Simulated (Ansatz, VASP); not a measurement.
One calculation of Al2BAs3, two programs

File INCAR:

```
PREC = Accurate
ENCUT = 520
EDIFF = 1E-7
ISMEAR = 0
SIGMA = 0.1
LREAL = F
LASPH = T
NELM = 100
ALGO = Normal
ISIF = 2
LWAVE = F
LCHARG = F
GGA = PE
NBANDS = 36
```

KPOINTS

```
Automatic mesh
0
Gamma
  4 4 4
```

File POSCAR:

```
Al2BAs3
1.0
   -3.7986675662      3.7986675662      0.0000000000
    3.7986675662      3.7986675662      0.0000000000
    1.8993337831     -1.8993337831     -8.3718995336
Al B As
4 2 6
Direct
    0.1598299136      0.5000000000      0.3196598272
    0.6598299136      0.0000000000      0.3196598272
    0.8401700864      0.5000000000      0.6803401728
    0.3401700864      1.0000000000      0.6803401728
    1.0000000000      0.0000000000      0.0000000000
    0.5000000000      0.5000000000      0.0000000000
    0.3181273112      0.2500000000      0.1362546224
    0.8181273112      0.7500000000      0.1362546224
    1.0000000000      0.2500000000      0.5000000000
    0.5000000000      0.7500000000      0.5000000000
    0.6818726888      0.2500000000      0.8637453776
    0.1818726888      0.7500000000      0.8637453776
```

Input for Ansatz:

```yaml
crystal:
  lattice:
    - [-3.7986675662, 3.7986675662, 0.0]
    - [3.7986675662, 3.7986675662, 0.0]
    - [1.8993337831, -1.8993337831, -8.3718995336]
  atoms:
    - { symbol: Al, position: [0.1598299136, 0.5, 0.3196598272] }
    - { symbol: Al, position: [0.6598299136, 0.0, 0.3196598272] }
    - { symbol: Al, position: [0.8401700864, 0.5, 0.6803401728] }
    - { symbol: Al, position: [0.3401700864, 1.0, 0.6803401728] }
    - { symbol: B, position: [1.0, 0.0, 0.0] }
    - { symbol: B, position: [0.5, 0.5, 0.0] }
    - { symbol: As, position: [0.3181273112, 0.25, 0.1362546224] }
    - { symbol: As, position: [0.8181273112, 0.75, 0.1362546224] }
    - { symbol: As, position: [1.0, 0.25, 0.5] }
    - { symbol: As, position: [0.5, 0.75, 0.5] }
    - { symbol: As, position: [0.6818726888, 0.25, 0.8637453776] }
    - { symbol: As, position: [0.1818726888, 0.75, 0.8637453776] }
basis:
  ecutwfc: 420
kpoints:
  mp_grid: { grid: [4, 4, 4] }
hamiltonian:
  xc: pbe
scf:
  occupations: { method: gaussian, width: 0.1 }
  lower_state_search: "off"
output:
  forces: true
  stress: true
  eigenvalues: true
```

Alike in both runs: task single point; functional PBE; k mesh 4 × 4 × 4; occupations gaussian, width 0.1 eV; no spin polarisation.

|  | VASP | Ansatz |
| --- | --- | --- |
| version | VASP 6.6.1 | Ansatz 0.2.0 |
| potentials or method | VASP PAW PBE potentials, release 64 (Al, B, As), cutoff 520 eV | scalar-relativistic, plane waves, PAW |
| valence electrons in the cell | 48 | 108 |

```tsv
	VASP	Ansatz	Ansatz less VASP
gap on the k mesh at the Fermi level (eV)	0.84	0.84	+0.004
least direct gap on the mesh (eV)	0.84	0.84	+0.004
pressure (GPa)	0.2	0.0	-0.21
rms of the force components (eV/Å)	0.005	0.003	-0.0020
```

Atom by atom the forces differ by 0.003 eV/Å (rms over components). The functional is the same, so the differences come from potentials, cutoffs and numerics. VASP's potentials hold 48 valence electrons a cell and Ansatz's 108, so a difference there can come from the potentials and not from the codes.
